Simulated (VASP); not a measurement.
# MgB2 (P6/mmm) in VASP: a series of runs

MgB2 is run at these levels: PBE; tasks: single point.

Everything below comes from runs of VASP 6.6.1. Logs are shortened: lines on timing, memory, paths and dates and some standing lists are left out, and cuts for length are marked.

## 1. The cell of the first run

It takes space group P6/mmm (No. 191, hexagonal). The conventional cell has a = 3.085 Å, b = 3.085 Å, c = 3.629 Å, α = 90.00°, β = 90.00°, γ = 120.00°. Within 3.4 Å of Mg (site symmetry 6/mmm) lie 12 B at 2.54 Å and 6 Mg at 3.09 Å. Within 2.4 Å of B (site symmetry -6m2) lie 3 B at 1.78 Å.

## 2. Single point, PBE (zz strain of +3 %)

File INCAR:

```
SYSTEM = MgB2
PREC     = Accurate       ! precision mode
ENCUT    = 520            ! plane-wave cutoff, eV
EDIFF    = 1E-6           ! SCF threshold, eV
ISMEAR   = -1             ! smearing method
SIGMA    = 0.05           ! smearing width, eV
LREAL    = .False.        ! projectors in reciprocal space
LASPH    = .True.         ! aspherical terms in the spheres
NELM     = 100            ! most SCF steps
ALGO     = Normal         ! electronic algorithm
ISIF     = 2              ! what is computed and relaxed
LWAVE    = .False.        ! write WAVECAR
LCHARG   = .False.        ! write CHGCAR
GGA      = PE             ! functional
NBANDS   = 11             ! bands
```

File KPOINTS:

```
regular mesh
0
Gamma
  12 12 9
  0 0 0
```

File POSCAR:

```
MgB2
1.0
    3.0850007055      0.0000000000      0.0000000000
   -1.5425003528      2.6716889817      0.0000000000
    0.0000000000      0.0000000000      3.6286900000
Mg B
1 2
Direct
    0.0000000000      0.0000000000      0.0000000000
    0.3333333333      0.6666666667      0.5000000000
    0.6666666667      0.3333333333      0.5000000000
```

Potentials or basis: VASP PAW PBE potentials, release 64 (Mg, B).

Started as:

```sh
cat potpaw_PBE.64/Mg/POTCAR potpaw_PBE.64/B/POTCAR > POTCAR
mpirun -np 1 vasp_std > vasp.out
```

OUTCAR:

```text
SYSTEM = MgB2
   PREC = Accurate
   ENCUT = 520
   EDIFF = 1E-6
   ISMEAR = -1
   LREAL = .False.
   LASPH = .True.
   NELM = 100
   ISIF = 2
   GGA = PE

 ion  position               nearest neighbor table
   1  0.000  0.000  0.000-   2 2.54   3 2.54   2 2.54   3 2.54   3 2.54   3 2.54   2 2.54   2 2.54
                             3 2.54   3 2.54   2 2.54   2 2.54
   2  0.333  0.667  0.500-   3 1.78   3 1.78   3 1.78   1 2.54   1 2.54   1 2.54   1 2.54   1 2.54
                             1 2.54
   3  0.667  0.333  0.500-   2 1.78   2 1.78   2 1.78   1 2.54   1 2.54   1 2.54   1 2.54   1 2.54
                             1 2.54

  LATTYP: Found a hexagonal cell.
 ALAT       =     3.0850007055
 C/A-ratio  =     1.1762363599

  Lattice vectors:

 A1 = (   3.0850007055,   0.0000000000,   0.0000000000)
 A2 = (  -1.5425003528,   2.6716889817,   0.0000000000)
 A3 = (   0.0000000000,   0.0000000000,   3.6286900000)

Analysis of symmetry for initial positions (statically):
=====================================================================
 Subroutine PRICEL returns:
 Original cell was already a primitive cell.

 Routine SETGRP: Setting up the symmetry group for a
 hexagonal supercell.

 Subroutine GETGRP returns: Found 24 space group operations
 (whereof 24 operations were pure point group operations)
 out of a pool of 24 trial point group operations.

The static configuration has the point symmetry D_6h.

Analysis of symmetry for dynamics (positions and initial velocities):
=====================================================================
 Subroutine PRICEL returns:
 Original cell was already a primitive cell.

 Routine SETGRP: Setting up the symmetry group for a
 hexagonal supercell.

 Subroutine GETGRP returns: Found 24 space group operations
 (whereof 24 operations were pure point group operations)
 out of a pool of 24 trial point group operations.

The dynamic configuration has the point symmetry D_6h.

 Subroutine INISYM returns: Found 24 space group operations
 (whereof 24 operations are pure point group operations),
 and found     1 'primitive' translations

----------------------------------------------------------------------------------------

                                     Primitive cell

  volume of cell :      29.9083

  direct lattice vectors                    reciprocal lattice vectors
     3.085000706  0.000000000  0.000000000     0.324149034  0.187147532  0.000000000
    -1.542500353  2.671688982  0.000000000     0.000000000  0.374295065  0.000000000
     0.000000000  0.000000000  3.628690000     0.000000000  0.000000000  0.275581546

  length of vectors
     3.085000706  3.085000706  3.628690000     0.374295065  0.374295065  0.275581546

  position of ions in fractional coordinates (direct lattice)
     0.000000000  0.000000000  0.000000000
     0.333333333  0.666666667  0.500000000
     0.666666667  0.333333333  0.500000000

  ion indices of the primitive-cell ions
   primitive index   ion index
                 1           1
                 2           2
                 3           3

----------------------------------------------------------------------------------------

 KPOINTS: regular mesh

Automatic generation of k-mesh.
 Grid dimensions read from file:
 generate k-points for:   12   12    9

 Generating k-lattice:

  Cartesian coordinates                     Fractional coordinates (reciprocal lattice)
     0.027012420  0.015595628  0.000000000     0.083333333  0.000000000  0.000000000
     0.000000000  0.031191255  0.000000000     0.000000000  0.083333333  0.000000000
     0.000000000  0.000000000  0.030620172     0.000000000  0.000000000  0.111111111

  Length of vectors
     0.031191255  0.031191255  0.030620172

  Shift w.r.t. Gamma in fractional coordinates (k-lattice)
     0.000000000  0.000000000  0.000000000

 Subroutine IBZKPT returns following result:
 ===========================================

 Found     95 irreducible k-points:

 Following reciprocal coordinates:
            Coordinates               Weight
  0.000000  0.000000  0.000000      1.000000
  0.083333  0.000000  0.000000      6.000000
  0.166667  0.000000  0.000000      6.000000
  0.250000  0.000000  0.000000      6.000000
  0.333333  0.000000  0.000000      6.000000
  0.416667  0.000000  0.000000      6.000000
[... 16 lines left out ...]
  0.250000  0.000000  0.111111     12.000000
  0.333333  0.000000  0.111111     12.000000
 [... further k-points ...]
   k-points           NKPTS =     95   k-points in BZ     NKDIM =     95   number of bands    NBANDS=     11
   number of dos      NEDOS =    301   number of ions     NIONS =      3
   total plane-waves  NPLWV =  16128
   dimension x,y,z NGX =    24 NGY =   24 NGZ =   28
   dimension x,y,z NGXF=    48 NGYF=   48 NGZF=   56
   ions per type =               1   2
   NGX,Y,Z   is equivalent  to a cutoff of  12.93, 12.93, 12.83 a.u.
   NGXF,Y,Z  is equivalent  to a cutoff of  25.87, 25.87, 25.66 a.u.
 SYSTEM =  MgB2
   PREC   = accura    normal or accurate (medium, high low for compatibility)
   ISTART =      0    job   : 0-new  1-cont  2-samecut
   ICHARG =      2    charge: 1-file 2-atom 10-const
   ISPIN  =      1    spin polarized calculation?
   LNONCOLLINEAR =      F non collinear calculations
   LSORBIT =      F    spin-orbit coupling
   LASPH  =      T    aspherical Exc in radial PAW
   ENCUT  =  520.0 eV  38.22 Ry    6.18 a.u.   5.74  5.74  6.75*2*pi/ulx,y,z
   NELM   =    100;   NELMIN=  2; NELMDL= -5     # of ELM steps
   EDIFF  = 0.1E-05   stopping-criterion for ELM
   LREAL  =      F    real-space projection
   EDIFFG = 0.1E-04   stopping-criterion for IOM
   NSW    =      0    number of steps for IOM
   IBRION =     -1    ionic relax: 0-MD 1-quasi-New 2-CG
   NFREE  =      0    steps in history (QN), initial steepest desc. (CG)
   ISIF   =      2    stress and relaxation
   ISYM   =      2    0-nonsym 1-usesym 2-fastsym
   POTIM  = 0.5000    time-step for ionic-motion
   TEBEG  =    0.0;   TEEND  =   0.0 temperature during run
   PSTRESS=    0.0 pullay stress
   NELECT =       8.0000    total number of electrons
   NUPDOWN=      -1.0000    fix difference up-down
   EMIN   =  10.00;   EMAX   =-10.00  energy-range for DOS
   EFERMI =   0.00;   METHOD = LEGACY
   ISMEAR =    -1;   SIGMA  =   0.05  broadening in eV -4-tet -1-fermi 0-gaus
   EFERMI_NEDOS =   21; number of points for ismear=-14 and -15
   IALGO  =     38    algorithm
   IMIX   =      4    mixing-type and parameters
     AMIX     =   0.40;   BMIX     =  1.00
     AMIX_MAG =   1.60;   BMIX_MAG =  1.00
  volume/ion in A,a.u.               =       9.97        67.28
  Fermi-wavevector in a.u.,A,eV,Ry     =   1.054811  1.993303 15.138187  1.112625
  Thomas-Fermi vector in A             =   2.189985
   LORBIT       =      0    0 simple, 1 ext, 2 COOP (PROOUT), +10 PAW based schemes
   GGA     = PE    functional components
   LHFCALC =     F    Hartree Fock is set to
   AEXX    =    0.0000 exact exchange contribution
   IVDW    =     0    specifies the selected vdW correction
   LEPSILON=     F    determine dielectric tensor
   LRPA    =     F    only Hartree local field effects (RPA)
 non-spin polarized calculation
  energy-cutoff  :      520.00
  volume of cell :       29.91
 maximum number of plane-waves:       820
 NGX is ok and might be reduce to    24
   NGX = 11   NGY = 11   NGZ = 13

 number of electron       8.0000000 magnetization

 Free energy of the ion-electron system (eV)
  ---------------------------------------------------
  ext. energy  EPLUGINS =         0.00000000
  ---------------------------------------------------
  free energy    TOTEN  =       -15.30232977 eV

  energy without entropy =      -15.29668891  energy(sigma->0) =      -15.29950934

 E-fermi :   5.0159     XC(G=0): -10.7872

 val. band max:        4.9719304571   @ k =   0.0833   0.0000   0.1111
 cond. band min:       5.0645385067   @ k =   0.4167   0.0833   0.0000
 fundamental gap:      0.0926080495
 Fermi energy:         5.0159378580

 k-point     1 :       0.0000    0.0000    0.0000
  band No.  band energies     occupation
      1      -7.1967      2.00000
      2       1.9007      2.00000
      3       5.5368      0.00006
      4       5.5368      0.00006
      5       6.1674      0.00000
      6      11.5321      0.00000
      7      11.5321      0.00000
      8      13.2913      0.00000
      9      14.9240      0.00000
     10      17.7761      0.00000
     11      20.8424      0.00000

 k-point     2 :       0.0833    0.0000    0.0000
  band No.  band energies     occupation
      1      -7.0763      2.00000
      2       2.0201      2.00000
      3       4.9317      1.68691
      4       5.2557      0.01642
      5       6.2838      0.00000
      6      11.4228      0.00000
      7      12.0554      0.00000
      8      13.5428      0.00000
      9      14.4864      0.00000
     10      18.3841      0.00000
     11      20.2222      0.00000

 k-point     3 :       0.1667    0.0000    0.0000
  band No.  band energies     occupation
      1      -6.7166      2.00000
      2       2.3756      2.00000
      3       3.5143      2.00000
      4       4.6351      1.99902
      5       6.6358      0.00000
      6      10.9963      0.00000
      7      13.3197      0.00000
      8      13.3903      0.00000
      9      14.1056      0.00000
     10      19.2206      0.00000
     11      19.7692      0.00000

 k-point     4 :       0.2500    0.0000    0.0000
  band No.  band energies     occupation
      1      -6.1219      2.00000
      2       1.8200      2.00000
      3       2.9574      2.00000
      4       3.9842      2.00000
      5       7.2047      0.00000
      6      10.4674      0.00000
      7      11.7470      0.00000
      8      14.1332      0.00000
      9      15.1783      0.00000
     10      18.5714      0.00000
     11      18.9943      0.00000

 k-point     5 :       0.3333    0.0000    0.0000
  band No.  band energies     occupation
      1      -5.3006      2.00000
      2       0.1161      2.00000
      3       3.4604      2.00000
      4       3.7363      2.00000
      5       7.9458      0.00000
      6      10.0358      0.00000
      7      10.0897      0.00000
      8      13.3097      0.00000
      9      17.0859      0.00000
     10      17.7953      0.00000
     11      19.1057      0.00000
[... 211 lines left out ...]
 k-point    21 :       0.0833    0.0000    0.1111
  band No.  band energies     occupation
      1      -6.9803      2.00000
      2       1.2645      2.00000
      3       4.9719      1.41371
      4       5.2889      0.00847
      5       7.2736      0.00000
      6      11.4678      0.00000
      7      12.0885      0.00000
      8      13.3460      0.00000
      9      14.6041      0.00000
     10      18.4579      0.00000
     11      19.5151      0.00000

 k-point    22 :       0.1667    0.0000    0.1111
  band No.  band energies     occupation
      1      -6.6224      2.00000
      2       1.6285      2.00000
      3       3.5658      2.00000
      4       4.6664      1.99816
      5       7.6081      0.00000
      6      11.0567      0.00000
      7      12.6545      0.00000
      8      13.4260      0.00000
      9      14.6657      0.00000
     10      18.5133      0.00000
     11      18.7061      0.00000

 k-point    23 :       0.2500    0.0000    0.1111
  band No.  band energies     occupation
      1      -6.0305      2.00000
      2       1.8650      2.00000
      3       2.2415      2.00000
      4       4.0138      2.00000
      5       8.1399      0.00000
      6      10.4765      0.00000
      7      11.1868      0.00000
      8      14.7869      0.00000
      9      15.2130      0.00000
     10      17.8880      0.00000
     11      17.9927      0.00000

 k-point    24 :       0.3333    0.0000    0.1111
  band No.  band energies     occupation
      1      -5.2131      2.00000
      2       0.1796      2.00000
      3       3.0347      2.00000
      4       3.4887      2.00000
      5       8.6761      0.00000
      6       9.4312      0.00000
      7      10.3268      0.00000
      8      14.0793      0.00000
      9      16.8997      0.00000
     10      17.3862      0.00000
     11      17.7869      0.00000

 [... further k-points ...]
[... 5 lines left out ...]
  --------------------------------------------------------------------------------------
  -------------------------------------------------------------------------------------
  Total       -0.4327209     -0.4327209     -1.5359499      0.0000000      0.0000000      0.0000000
  in kB      -23.1807440    -23.1807440    -82.2804382      0.0000000      0.0000000      0.0000000
  external PRESSURE =     -42.8806421 kB  Pullay stress =       0.0000000 kB

 VOLUME and BASIS-vectors are now :
 -----------------------------------------------------------------------------
  energy-cutoff  :      520.00
  volume of cell :       29.91
      direct lattice vectors                 reciprocal lattice vectors
     3.085000706  0.000000000  0.000000000     0.324149034  0.187147532  0.000000000
    -1.542500353  2.671688982  0.000000000     0.000000000  0.374295065  0.000000000
     0.000000000  0.000000000  3.628690000     0.000000000  0.000000000  0.275581546

 POSITION                                       TOTAL-FORCE (eV/Angst)
 -----------------------------------------------------------------------------------
      0.00000      0.00000      0.00000         0.000000      0.000000      0.000000
     -0.00000      1.78113      1.81435        -0.000000     -0.000000     -0.000000
      1.54250      0.89056      1.81435         0.000000      0.000000      0.000000
 -----------------------------------------------------------------------------------
    total drift:                                0.000000     -0.000000      0.000000

  FREE ENERGIE OF THE ION-ELECTRON SYSTEM (eV)
  ---------------------------------------------------
  free  energy   TOTEN  =       -15.3023297736 eV

  energy  without entropy=      -15.2966889093  energy(sigma->0) =      -15.29950934
```

It took 26 s on 1 thread of Intel Xeon Platinum 8375C at 2.90GHz (Ice Lake), shared host; peak memory 0.16 GiB.

Results:

```
Free energy            : -15.3023 eV
Pressure               : -4.3 GPa
Band gap on the k mesh : zero (band 4 reaches 6.71 eV, above the bottom of band 5 at 3.25 eV)
```

Levels at points of the mesh, in eV from the Fermi level:
```
           k point  band 1  band 2  band 3  band 4  band 5  band 6  band 7  band 8
(0.00, 0.00, 0.00)  -12.21   -3.12    0.52    0.52    1.15    6.52    6.52    8.28
(0.50, 0.00, 0.00)   -8.34   -7.62   -2.00    0.10    2.91    4.06    4.85    6.61
```

Caveat: the cell differs from its parent crystal (zz strain of +3 %).

## 3. Single point, PBE (equal xx and yy strain of +3 %)

File INCAR:

```
  ALGO = Normal
  EDIFF = 1E-7
  ENCUT = 520
  GGA = PE
  ISIF = 2
  ISMEAR = -1
  LASPH = T
  LCHARG = F
  LREAL = F
  LWAVE = F
  NBANDS = 11
  NELM = 100
  PREC = Accurate
  SIGMA = 0.05
```

File KPOINTS:

```
k-points
0
Gamma
  12 12 9
```

File POSCAR:

```
MgB2
1.0
    3.1775507267      0.0000000000      0.0000000000
   -1.5887753634      2.7518396512      0.0000000000
    0.0000000000      0.0000000000      3.5230000000
Mg B
1 2
Direct
    0.0000000000      0.0000000000      0.0000000000
    0.3333333333      0.6666666667      0.5000000000
    0.6666666667      0.3333333333      0.5000000000
```

Potentials or basis: VASP PAW PBE potentials, release 64 (Mg, B).

Started as:

```sh
cat potpaw_PBE.64/Mg/POTCAR potpaw_PBE.64/B/POTCAR > POTCAR
mpirun -np 1 vasp_std > vasp.out
```

Wall time 16 s (1 thread of Intel Xeon Platinum 8488C (Sapphire Rapids), shared host); peak memory 0.16 GiB.

It converged, with:

| Item | Value |
| --- | --- |
| Free energy | -15.2384 eV |
| Pressure | -10.2 GPa |
| Band gap on the k mesh | zero (band 4 reaches 6.73 eV, above the bottom of band 5 at 2.99 eV) |

Stress tensor (GPa, compression positive):
```
-14.24   0.00   0.00
  0.00 -14.24   0.00
  0.00   0.00  -2.20
```

Levels at points of the mesh, in eV from the Fermi level:
```tsv
k point	band 1	band 2	band 3	band 4	band 5	band 6	band 7	band 8
(0.00, 0.00, 0.00)	-11.97	-2.44	0.25	0.25	2.07	5.83	5.83	7.05
(0.50, 0.00, 0.00)	-8.34	-7.54	-2.12	0.49	3.18	3.54	5.53	6.94
```

Caveat: the cell differs from its parent crystal (equal xx and yy strain of +3 %).

## 4. Single point, PBE (volume scaled by 0.96)

File INCAR:

```
SYSTEM = MgB2
  ALGO = Normal
  EDIFF = 1E-6
  ENCUT = 520
  GGA = PE
  ISIF = 2
  ISMEAR = -1
  LASPH = .TRUE.
  LCHARG = .FALSE.
  LREAL = .FALSE.
  LWAVE = .FALSE.
  NBANDS = 11
  NELM = 60
  PREC = Accurate
  SIGMA = 0.05
```

File KPOINTS:

```
k-points
0
G
  12 12 9
  0 0 0
```

File POSCAR:

```
MgB2
1.0
    3.0433063957      0.0000000000      0.0000000000
   -1.5216531979      2.6355806502      0.0000000000
    0.0000000000      0.0000000000      3.4753860552
Mg B
1 2
Direct
    0.0000000000      0.0000000000      0.0000000000
    0.3333333333      0.6666666667      0.5000000000
    0.6666666667      0.3333333333      0.5000000000
```

Started as:

```sh
cat potpaw_PBE.64/Mg/POTCAR potpaw_PBE.64/B/POTCAR > POTCAR
mpirun -np 1 vasp_std > vasp.out
```

Wall time 11 s (1 thread of Intel Xeon 6975P-C (Granite Rapids), shared host); peak memory 0.16 GiB.

The run converged. Its results:

```yaml
Free_energy: -15.3137 eV
Pressure: 5.2 GPa
Band_gap_on_the_k_mesh: zero (band 4 reaches 7.38 eV, above the bottom of band 5 at 3.57 eV)
```

Stress tensor (GPa, compression positive):
```
6.03 0.00 0.00
0.00 6.03 0.00
0.00 0.00 3.68
```

Levels at points of the mesh, in eV from the Fermi level:
```
           k point  band 1  band 2  band 3  band 4  band 5  band 6  band 7  band 8
(0.00, 0.00, 0.00)  -12.63   -2.98    0.42    0.42    1.80    6.51    6.51    8.55
(0.50, 0.00, 0.00)   -8.63   -7.96   -2.19    0.23    3.21    4.01    5.56    7.52
```

(Part 1 of 2 ends here.)
